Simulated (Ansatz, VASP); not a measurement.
## CdH2O2 in VASP and in Ansatz

```
Cd H O
1.0
     3.51553    0.00000    0.00000
    -1.75776    3.04453    0.00000
     0.00000    0.00000    4.64298
Cd H O
1 2 2
Direct
  0.00000 0.00000 0.00000
  0.66667 0.33333 0.55096
  0.33333 0.66667 0.44904
  0.66667 0.33333 0.75937
  0.33333 0.66667 0.24063
```

Alike in both runs: task single point; functional LDA; k mesh 9 × 9 × 6; occupations gaussian, width 0.05 eV; no spin polarisation.

|  | VASP | Ansatz |
| --- | --- | --- |
| version | VASP 6.6.1 | Ansatz 0.2.0 |
| potentials or method | VASP PAW LDA potentials, release 64 (Cd, H, O), cutoff 520 eV | scalar-relativistic, plane waves, PAW |
| valence electrons in the cell | 26 | 34 |

Ansatz gave:

* gap on the k mesh at the Fermi level (eV): 1.57
* least direct gap on the mesh (eV): 1.91
* pressure (GPa): -4.2
* traceless stress, the component that is largest in VASP (GPa): 2.90
* rms of the force components (eV/Å): 0.393

Q: Estimate VASP's values.

A: gap on the k mesh at the Fermi level (eV): 1.57; least direct gap on the mesh (eV): 1.91; pressure (GPa): -3.1; traceless stress, the component that is largest in VASP (GPa): 3.50; rms of the force components (eV/Å): 0.466.

LDA's correlation is that of Perdew and Zunger in VASP and of Perdew and Wang (1992) in Ansatz. Atom by atom the forces differ by 0.082 eV/Å (rms over components). VASP's potentials hold 26 valence electrons a cell and Ansatz's 34, so a difference there can come from the potentials and not from the codes.
